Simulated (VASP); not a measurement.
# Ta3Cd2O8 (C2/m) in VASP: single point with PBE

Aim: the single point of Ta3Cd2O8 with PBE.

Everything below comes from runs of VASP 6.6.1. Logs are shortened: lines on timing, memory, paths and dates and some standing lists are left out, and cuts for length are marked.

## (1) The cell of the first run

The structure is monoclinic, space group C2/m (No. 12). Conventional cell: a = 12.142 Å, b = 6.128 Å, c = 5.276 Å, α = 90.00°, β = 109.91°, γ = 90.00°. Ta (site symmetry 2) has 6 O at 2.01 to 2.24 Å and 1 Ta at 2.68 Å within 2.7 Å. Ta (site symmetry 2/m) has 6 O at 1.99 to 2.03 Å within 2.6 Å. O (site symmetry m) has 3 Ta at 1.99 to 2.24 Å and 1 Cd at 2.59 Å and 2 O at 2.67 Å within 2.7 Å. Within 2.8 Å of O (site symmetry 1) lie 2 Ta at 2.01 to 2.03 Å and 2 Cd at 2.43 to 2.67 Å and 2 O at 2.67 to 2.76 Å. O (site symmetry m) has 2 Ta at 2.01 Å and 1 Cd at 2.26 Å within 2.7 Å. Cd (site symmetry m) has 6 O at 2.26 to 2.67 Å within 3.0 Å.

## (2) Single point, PBE

File INCAR:

```
ALGO = Normal
EDIFF = 1E-6
ENCUT = 520
GGA = PE
ISIF = 2
ISMEAR = 1
LASPH = T
LCHARG = F
LREAL = F
LWAVE = F
NBANDS = 64
NELM = 80
PREC = Accurate
SIGMA = 0.0548
```

File KPOINTS:

```
k-points
0
Gamma
  4 4 4
```

File POSCAR:

```
Ta3Cd2O8
1.0
    0.0000002755      6.1282176427      0.0000000976
    6.0711338065     -3.0641090948      0.0323776112
    1.8229784841     -0.0000000031     -4.9514760502
Ta O Cd
3 8 2
Direct
    0.2811811346      0.0000000000      0.0000000000
    0.7188188654      0.0000000000      0.0000000000
    0.0000000000      0.0000000000      0.5000000000
    0.0934004896      0.1868009792      0.1081393101
    0.9065995104      0.8131990208      0.8918606899
    0.3227100617      0.1951595926      0.6127217644
    0.1275504691      0.8048404074      0.3872782356
    0.6772899383      0.8048404074      0.3872782356
    0.8724495309      0.1951595926      0.6127217644
    0.6108771123      0.2217542245      0.0649142078
    0.3891228877      0.7782457755      0.9350857922
    0.7243929094      0.4487858189      0.3270113022
    0.2756070906      0.5512141811      0.6729886978
```

Potentials or basis: VASP PAW PBE potentials, release 64 (Ta_pv, O, Cd).

Command:

```console
$ cat potpaw_PBE.64/Ta_pv/POTCAR potpaw_PBE.64/O/POTCAR potpaw_PBE.64/Cd/POTCAR > POTCAR
$ mpirun -np 1 vasp_std > vasp.out
```

OUTCAR:

```text
EDIFF = 1E-6
   ENCUT = 520
   GGA = PE
   ISIF = 2
   ISMEAR = 1
   LASPH = T
   LREAL = F
   NELM = 80
   PREC = Accurate

 ion  position               nearest neighbor table
   1  0.281  0.000  0.000-  11 2.01  10 2.01   6 2.01   7 2.01   5 2.24   4 2.24   2 2.68   3 3.15
                             3 3.15   2 3.45  13 3.64  12 3.64
   2  0.719  0.000  0.000-  10 2.01  11 2.01   8 2.01   9 2.01   4 2.24   5 2.24   1 2.68   3 3.15
                             3 3.15   1 3.45  12 3.64  13 3.64
   3  0.000  0.000  0.500-   4 1.99   5 1.99   6 2.03   8 2.03   7 2.03   9 2.03   1 3.15   2 3.15
                             1 3.15   2 3.15
   4  0.093  0.187  0.108-   3 1.99   2 2.24   1 2.24  13 2.59
   5  0.907  0.813  0.892-   3 1.99   1 2.24   2 2.24  12 2.59
   6  0.323  0.195  0.613-   1 2.01   3 2.03  12 2.43  13 2.67
   7  0.128  0.805  0.387-   1 2.01   3 2.03  13 2.43  12 2.67
   8  0.677  0.805  0.387-   2 2.01   3 2.03  13 2.43  12 2.67
   9  0.872  0.195  0.613-   2 2.01   3 2.03  12 2.43  13 2.67
  10  0.611  0.222  0.065-   2 2.01   1 2.01  12 2.26
  11  0.389  0.778  0.935-   1 2.01   2 2.01  13 2.26
  12  0.724  0.449  0.327-  10 2.26   6 2.43   9 2.43   5 2.59   8 2.67   7 2.67   2 3.64   1 3.64
                            13 3.73  13 3.73
  13  0.276  0.551  0.673-  11 2.26   8 2.43   7 2.43   4 2.59   6 2.67   9 2.67   1 3.64   2 3.64
                            12 3.73  12 3.73

  LATTYP: Found a base centered monoclinic cell.
 ALAT       =    12.1424405589
 B/A-ratio  =     0.5046940615
 C/A-ratio  =     0.4345417221
 COS(beta)  =    -0.3404873547

  Lattice vectors:

 A1 = (  -6.0711340820,  -3.0641085479,  -0.0323777088)
 A2 = (  -6.0711338065,   3.0641090948,  -0.0323776112)
 A3 = (   1.8229784841,  -0.0000000031,  -4.9514760502)

Analysis of symmetry for initial positions (statically):
=====================================================================
 Subroutine PRICEL returns:
 Original cell was already a primitive cell.

 Routine SETGRP: Setting up the symmetry group for a
 base centered monoclinic supercell.

 Subroutine GETGRP returns: Found  4 space group operations
 (whereof  4 operations were pure point group operations)
 out of a pool of  4 trial point group operations.

The static configuration has the point symmetry C_2h.

Analysis of symmetry for dynamics (positions and initial velocities):
=====================================================================
 Subroutine PRICEL returns:
 Original cell was already a primitive cell.

 Routine SETGRP: Setting up the symmetry group for a
 base centered monoclinic supercell.

 Subroutine GETGRP returns: Found  4 space group operations
 (whereof  4 operations were pure point group operations)
 out of a pool of  4 trial point group operations.

The dynamic configuration has the point symmetry C_2h.

 Subroutine INISYM returns: Found  4 space group operations
 (whereof  4 operations are pure point group operations),
 and found     1 'primitive' translations

----------------------------------------------------------------------------------------

                                     Primitive cell

  volume of cell :     184.5825

  direct lattice vectors                    reciprocal lattice vectors
     0.000000275  6.128217643  0.000000098     0.082195557  0.163179579  0.030261831
     6.071133806 -3.064109095  0.032377611     0.164391100 -0.000000008  0.060523657
     1.822978484 -0.000000003 -4.951476050     0.001074952  0.000000003 -0.201564215

  length of vectors
     6.128217643  6.800623394  5.276397031     0.185201142  0.175178614  0.201567082

  position of ions in fractional coordinates (direct lattice)
     0.281181135  1.000000000  0.000000000
     0.718818865  1.000000000  0.000000000
     0.000000000  1.000000000  0.500000000
     0.093400490  0.186800979  0.108139310
     0.906599510  0.813199021  0.891860690
     0.322710062  0.195159593  0.612721764
     0.127550469  0.804840407  0.387278236
     0.677289938  0.804840407  0.387278236
     0.872449531  0.195159593  0.612721764
     0.610877112  0.221754225  0.064914208
     0.389122888  0.778245775  0.935085792
     0.724392909  0.448785819  0.327011302
     0.275607091  0.551214181  0.672988698

  ion indices of the primitive-cell ions
   primitive index   ion index
                 1           1
                 2           2
                 3           3
                 4           4
                 5           5
                 6           6
                 7           7
                 8           8
                 9           9
                10          10
                11          11
                12          12
                13          13

----------------------------------------------------------------------------------------

 KPOINTS: k-points

Automatic generation of k-mesh.
 Grid dimensions read from file:
 generate k-points for:    4    4    4

 Generating k-lattice:

  Cartesian coordinates                     Fractional coordinates (reciprocal lattice)
     0.020548889  0.040794895  0.007565458     0.250000000  0.000000000  0.000000000
     0.041097775 -0.000000002  0.015130914    -0.000000000  0.250000000 -0.000000000
     0.000268738  0.000000001 -0.050391054     0.000000000  0.000000000  0.250000000

  Length of vectors
     0.046300286  0.043794653  0.050391770

  Shift w.r.t. Gamma in fractional coordinates (k-lattice)
     0.000000000  0.000000000  0.000000000

 Subroutine IBZKPT returns following result:
 ===========================================

 Found     24 irreducible k-points:

 Following reciprocal coordinates:
            Coordinates               Weight
  0.000000  0.000000  0.000000      1.000000
  0.250000  0.000000  0.000000      4.000000
  0.500000  0.000000  0.000000      2.000000
  0.000000  0.250000  0.000000      2.000000
  0.250000  0.250000  0.000000      4.000000
  0.500000  0.250000  0.000000      2.000000
[... 16 lines left out ...]
  0.500000  0.250000  0.500000      2.000000
 -0.000000  0.500000  0.500000      1.000000
   k-points           NKPTS =     24   k-points in BZ     NKDIM =     24   number of bands    NBANDS=     64
   number of dos      NEDOS =    301   number of ions     NIONS =     13
   total plane-waves  NPLWV = 103680
   dimension x,y,z NGX =    48 NGY =   54 NGZ =   40
   dimension x,y,z NGXF=    96 NGYF=  108 NGZF=   80
   ions per type =               3   8   2
   NGX,Y,Z   is equivalent  to a cutoff of  13.02, 13.20, 12.60 a.u.
   NGXF,Y,Z  is equivalent  to a cutoff of  26.04, 26.40, 25.21 a.u.
 SYSTEM =  unknown system
   PREC   = accura    normal or accurate (medium, high low for compatibility)
   ISTART =      0    job   : 0-new  1-cont  2-samecut
   ICHARG =      2    charge: 1-file 2-atom 10-const
   ISPIN  =      1    spin polarized calculation?
   LNONCOLLINEAR =      F non collinear calculations
   LSORBIT =      F    spin-orbit coupling
   LASPH  =      T    aspherical Exc in radial PAW
   ENCUT  =  520.0 eV  38.22 Ry    6.18 a.u.  11.39 12.64  9.81*2*pi/ulx,y,z
   NELM   =     80;   NELMIN=  2; NELMDL= -5     # of ELM steps
   EDIFF  = 0.1E-05   stopping-criterion for ELM
   LREAL  =      F    real-space projection
   EDIFFG = 0.1E-04   stopping-criterion for IOM
   NSW    =      0    number of steps for IOM
   IBRION =     -1    ionic relax: 0-MD 1-quasi-New 2-CG
   NFREE  =      0    steps in history (QN), initial steepest desc. (CG)
   ISIF   =      2    stress and relaxation
   ISYM   =      2    0-nonsym 1-usesym 2-fastsym
   POTIM  = 0.5000    time-step for ionic-motion
   TEBEG  =    0.0;   TEEND  =   0.0 temperature during run
   PSTRESS=    0.0 pullay stress
   NELECT =     105.0000    total number of electrons
   NUPDOWN=      -1.0000    fix difference up-down
   EMIN   =  10.00;   EMAX   =-10.00  energy-range for DOS
   EFERMI =   0.00;   METHOD = LEGACY
   ISMEAR =     1;   SIGMA  =   0.05  broadening in eV -4-tet -1-fermi 0-gaus
   EFERMI_NEDOS =   21; number of points for ismear=-14 and -15
   IALGO  =     38    algorithm
   IMIX   =      4    mixing-type and parameters
     AMIX     =   0.40;   BMIX     =  1.00
     AMIX_MAG =   1.60;   BMIX_MAG =  1.00
  volume/ion in A,a.u.               =      14.20        95.82
  Fermi-wavevector in a.u.,A,eV,Ry     =   1.356462  2.563342 25.034585  1.839990
  Thomas-Fermi vector in A             =   2.483463
   LORBIT       =      0    0 simple, 1 ext, 2 COOP (PROOUT), +10 PAW based schemes
   GGA     = PE    functional components
   LHFCALC =     F    Hartree Fock is set to
   AEXX    =    0.0000 exact exchange contribution
   IVDW    =     0    specifies the selected vdW correction
   LEPSILON=     F    determine dielectric tensor
   LRPA    =     F    only Hartree local field effects (RPA)
 non-spin polarized calculation
 Methfessel and Paxton  Order N= 1 SIGMA  =   0.05
  energy-cutoff  :      520.00
  volume of cell :      184.58
 maximum number of plane-waves:      5007
 NGX is ok and might be reduce to    48
   NGX = 23   NGY = 25   NGZ = 19

 number of electron     104.9999986 magnetization

 Free energy of the ion-electron system (eV)
  ---------------------------------------------------
  ext. energy  EPLUGINS =         0.00000000
  ---------------------------------------------------
  free energy    TOTEN  =      -103.69877995 eV

  energy without entropy =     -103.69873644  energy(sigma->0) =     -103.69876545

 E-fermi :   4.0748     XC(G=0): -10.4857

 val. band max:        4.0408239181   @ k =  -0.2500  -0.0000   0.2500
 cond. band min:       4.0882460889   @ k =   0.2500   0.2500   0.5000
 fundamental gap:      0.0474221708
 Fermi energy:         4.0747602648

 k-point     1 :       0.0000    0.0000    0.0000
  band No.  band energies     occupation
      1     -33.1728      2.00000
      2     -32.9990      2.00000
      3     -32.9369      2.00000
      4     -32.4579      2.00000
      5     -32.3423      2.00000
      6     -32.3093      2.00000
[... 1597 lines left out ...]
     63       8.2134      0.00000
     64       8.2703      0.00000

------------------------ aborting loop because EDIFF is reached ----------------------------------------

  FORCE on cell =-STRESS in cart. coord.  units (eV):
  Direction    XX          YY          ZZ          XY          YZ          ZX
  --------------------------------------------------------------------------------------
  -------------------------------------------------------------------------------------
  Total        0.8113317      0.6683787      0.8932225     -0.0000000     -0.0000000     -0.0657029
  in kB        7.0423644      5.8015307      7.7531766     -0.0000000     -0.0000000     -0.5703013
  external PRESSURE =       6.8656905 kB  Pullay stress =       0.0000000 kB

 VOLUME and BASIS-vectors are now :
 -----------------------------------------------------------------------------
  energy-cutoff  :      520.00
  volume of cell :      184.58
      direct lattice vectors                 reciprocal lattice vectors
     0.000000275  6.128217643  0.000000098     0.082195557  0.163179579  0.030261831
     6.071133806 -3.064109095  0.032377611     0.164391100 -0.000000008  0.060523657
     1.822978484 -0.000000003 -4.951476050     0.001074952  0.000000003 -0.201564215

 POSITION                                       TOTAL-FORCE (eV/Angst)
 -----------------------------------------------------------------------------------
      0.00000      1.72314      0.00000        -0.000000     -0.046533     -0.000000
      0.00000      4.40508      0.00000         0.000000      0.046533      0.000000
      0.91149     -0.00000     -2.47574        -0.000000      0.000000      0.000000
      1.33123     -0.00000     -0.52940         0.036293     -0.000000      0.061622
      6.56288      3.06411     -4.38970        -0.036293      0.000000     -0.061622
      2.30182      1.37965     -3.02756         0.045321      0.024702      0.032413
      5.59229     -1.68446     -1.89154        -0.045321      0.024702     -0.032413
      5.59229      1.68446     -1.89154        -0.045321     -0.024702     -0.032413
      2.30182      4.74857     -3.02756         0.045321     -0.024702      0.032413
      1.46464      3.06411     -0.31424         0.054375     -0.000000      0.008065
      6.42948     -0.00000     -4.60486        -0.054375      0.000000     -0.008065
      3.32077      3.06411     -1.60466         0.041815     -0.000000     -0.007867
      4.57334     -0.00000     -3.31444        -0.041815      0.000000      0.007867
 -----------------------------------------------------------------------------------
    total drift:                                0.000000     -0.000000     -0.000000

  FREE ENERGIE OF THE ION-ELECTRON SYSTEM (eV)
  ---------------------------------------------------
  free  energy   TOTEN  =      -103.6987799508 eV

  energy  without entropy=     -103.6987364418  energy(sigma->0) =     -103.69876545
```

It took 4.3 min on 1 thread of AMD EPYC 7R13 (Zen 3), shared host; peak memory 0.42 GiB.

Results:

| Item | Value |
| --- | --- |
| Free energy | -103.6988 eV |
| Pressure | 0.7 GPa |
| Largest force | 0.072 eV/Å |
| Band gap on the k mesh | zero (an odd number of electrons rules out a gap without spin polarisation) |

Forces in eV/Å, atoms in the order of the input:
```
Ta   0.000 -0.047  0.000
Ta   0.000  0.047  0.000
Ta   0.000  0.000  0.000
O    0.036  0.000  0.062
O   -0.036  0.000 -0.062
O    0.045  0.025  0.032
O   -0.045  0.025 -0.032
O   -0.045 -0.025 -0.032
O    0.045 -0.025  0.032
O    0.054  0.000  0.008
O   -0.054  0.000 -0.008
Cd   0.042  0.000 -0.008
Cd  -0.042  0.000  0.008
```

Caveat: spin-orbit coupling is left out, which moves the levels of the heavy elements; an odd number of electrons without spin polarisation forces a metal; a magnetic or distorted state may lie lower.
